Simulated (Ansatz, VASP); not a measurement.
# Two plane-wave programs on Cu

File INCAR:

```
ALGO = Normal
EDIFF = 1E-7
ENCUT = 520
GGA = PE
ISIF = 2
ISMEAR = 0
LASPH = True
LCHARG = False
LREAL = False
LWAVE = False
NBANDS = 12
NELM = 60
PREC = Accurate
SIGMA = 0.15
```

KPOINTS

```
k-points
0
Gamma
  24 24 24
```

The input POSCAR:

```
Cu
1.0
    0.0000000000      1.8755518921      1.6071604163
    1.8755518921      0.0000000000      1.6071604163
    1.8755518921      1.8755518921      0.0000000000
Cu
1
Direct
    0.0000000000      0.0000000000      0.0000000000
```

Input for Ansatz:

```yaml
crystal:
  lattice:
    - [0.0, 1.8755518921, 1.6071604163]
    - [1.8755518921, 0.0, 1.6071604163]
    - [1.8755518921, 1.8755518921, 0.0]
  atoms:
    - { symbol: Cu, position: [0.0, 0.0, 0.0] }
basis:
  ecutwfc: 520.0
kpoints:
  mp_grid: { grid: [24, 24, 24] }
hamiltonian:
  xc: pbe
  pseudopotentials: { kind: paw, azcp: { folder: soft_1 } }
scf:
  occupations: { method: gaussian, width: 0.15 }
output:
  forces: true
  stress: true
  eigenvalues: true
```

Alike in both runs: task single point; functional PBE; k mesh 24 × 24 × 24; occupations gaussian, width 0.15 eV; no spin polarisation.

```csv
,VASP,Ansatz
version,VASP 6.6.1,Ansatz 0.2.0
potentials or method,"VASP PAW PBE potentials, release 64 (Cu), cutoff 520 eV","scalar-relativistic, plane waves, PAW"
valence electrons in the cell,11,19
```

Ansatz gave:

| Item | Value |
| --- | --- |
| gap on the k mesh at the Fermi level (eV) | none |
| pressure (GPa) | 9.4 |
| traceless stress, the component that is largest in VASP (GPa) | 2.57 |

**Question.** Which values does VASP return?

**Answer.** gap on the k mesh at the Fermi level (eV): none; pressure (GPa): 10.1; traceless stress, the component that is largest in VASP (GPa): 2.55.

A gap of «none» marks a metal or a gap that the smearing closes. VASP's potentials hold 11 valence electrons a cell and Ansatz's 19, so a difference there can come from the potentials and not from the codes.
